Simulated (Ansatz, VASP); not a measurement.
## TiAl3 in VASP and in Ansatz

INCAR

```
  ALGO = Normal
  EDIFF = 1E-7
  EDIFFG = -0.001
  ENCUT = 500
  GGA_COMPAT = F
  IBRION = 2
  ISIF = 3
  ISMEAR = -1
  LASPH = T
  LCHARG = F
  LREAL = F
  LWAVE = F
  NELM = 120
  NELMIN = 4
  NSW = 80
  PREC = Accurate
  SIGMA = 0.15
```

File KPOINTS:

```
k-points
0
Gamma
  16 16 16
```

POSCAR

```
TiAl3
1.0
   -1.8894437155      1.8894437155      4.2417943048
    1.8894437155     -1.8894437155      4.2417943048
    1.8894437155      1.8894437155     -4.2417943048
Ti Al
1 3
Direct
    0.0000000000      0.0000000000      0.0000000000
    0.5000000000      0.5000000000      0.0000000000
    0.7500000000      0.2500000000      0.5000000000
    0.2500000000      0.7500000000      0.5000000000
```

Input for Ansatz:

```yaml
crystal:
  lattice:
    - [-1.889443716, 1.889443716, 4.2417943053]
    - [1.889443716, -1.889443716, 4.2417943053]
    - [1.889443716, 1.889443716, -4.2417943053]
  atoms:
    - { symbol: Ti, position: [0.0, 0.0, 0.0] }
    - { symbol: Al, position: [0.5, 0.5, 0.0] }
    - { symbol: Al, position: [0.75, 0.25, 0.5] }
    - { symbol: Al, position: [0.25, 0.75, 0.5] }
basis:
  ecutwfc: 420
kpoints:
  mp_grid: { grid: [16, 16, 16] }
hamiltonian:
  xc: lda
  pseudopotentials: { kind: paw, azcp: { folder: soft_1 } }
scf:
  occupations: { method: fermi_dirac, width: 0.15 }
output:
  forces: true
  stress: true
  eigenvalues: true
  write_density: true
  write_potential: true
  elf: true
  volumetric_format: npy
relax:
  adjacent_minimum: "off"
  f_tol: 0.001
  max_steps: 60
  cell: { stress_tol: 0.01 }
```

Alike in both runs: task relaxation of cell and atoms; functional LDA; k mesh 16 × 16 × 16; occupations fermi-dirac, width 0.15 eV; no spin polarisation.

|  | VASP | Ansatz |
| --- | --- | --- |
| version | VASP 6.6.1 | Ansatz 0.2.0 |
| potentials or method | VASP PAW LDA potentials, release 64 (Ti_sv, Al), cutoff 500 eV | scalar-relativistic, plane waves, PAW |
| valence electrons in the cell | 21 | 21 |

```tsv
	VASP	Ansatz	Ansatz less VASP
gap on the k mesh at the Fermi level, each at its own relaxed structure (eV)	none	none	-
relaxed volume (Å³/atom)	15.18	15.16	-0.024
relaxed length of the cell vector where the two differ most in proportion (Å)	5.010	5.008	-0.0027
```

Ansatz warns that its potentials were made for another functional, while VASP's fit it. LDA's correlation is that of Perdew and Zunger in VASP and of Perdew and Wang (1992) in Ansatz. A gap of «none» marks a metal or a gap that the smearing closes.
